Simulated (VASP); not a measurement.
Here is a VASP 6.6.1 calculation.

File INCAR:

```
SYSTEM = PtSe2
PREC = Accurate
ENCUT = 520
EDIFF = 1E-6
ISMEAR = -1
SIGMA = 0.02
LREAL = .False.
LASPH = .True.
NELM = 100
ALGO = Normal
ISIF = 2
LWAVE = .False.
LCHARG = .False.
GGA = PE
NBANDS = 18
```

KPOINTS

```
Automatic mesh
0
Gamma
  12 12 6
  0 0 0
```

The input POSCAR:

```
PtSe2
1.0
    3.7286599633      0.0000000000      0.0000000000
   -1.8643299816      3.2291142503      0.0000000000
    0.0000000000      0.0000000000      5.2770334197
Pt Se
1 2
Direct
    0.0000000000      0.0000000000      0.0000000000
    0.3333333333      0.6666666667      0.2462223077
    0.6666666667      0.3333333333      0.7537776923
```

Potentials or basis: VASP PAW PBE potentials, release 64 (Pt, Se).

The run is started by

```console
$ cat potpaw_PBE.64/Pt/POTCAR potpaw_PBE.64/Se/POTCAR > POTCAR
$ mpirun -np 1 vasp_std > vasp.out
```

Estimate the largest force.

0.173 eV/Å.

Predict the band gap on the k mesh.

zero (band 11 reaches 6.19 eV, above the bottom of band 12 at 6.03 eV).

Predict the pressure.

3.8 GPa.

Forces in eV/Å, atoms in the order of the input:
```
Pt   0.000  0.000  0.000
Se   0.000  0.000  0.173
Se   0.000  0.000 -0.173
```

Caveat: spin-orbit coupling is left out, which moves the levels of the heavy elements.
